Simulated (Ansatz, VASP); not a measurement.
**One calculation of SrLiH3, two programs**

```
Li Sr H
1.0
     4.74656    0.00000    0.00000
     0.00000    4.74656    0.00000
     0.00000    0.00000    4.74656
Li Sr H
1 1 3
Cartesian
  0.0000 0.0000 0.0000
  2.3733 2.3733 2.3733
  0.0000 2.3733 2.3733
  2.3733 0.0000 2.3733
  2.3733 2.3733 0.0000
```

Change from the starting cell: strain +0.025 along x and y, +0.025 along z, atoms carried along.

Alike in both runs: task single point; functional PBE; k mesh 6 × 6 × 6; occupations gaussian, width 0.05 eV; no spin polarisation.

```csv
,VASP,Ansatz
version,VASP 6.6.1,Ansatz 0.2.0
potentials or method,"VASP PAW PBE potentials, release 64 (Li_sv, Sr_sv, H), cutoff 520 eV","scalar-relativistic, plane waves, PAW"
valence electrons in the cell,16,16
```

```csv
,VASP,Ansatz,Ansatz less VASP
gap on the k mesh at the Fermi level (eV),1.93,1.93,+0.002
least direct gap on the mesh (eV),2.30,2.30,-0.001
```

Noted on VASP's run: the cutoff is under 1.25 times that of the potentials, so the pressure is a little rough.
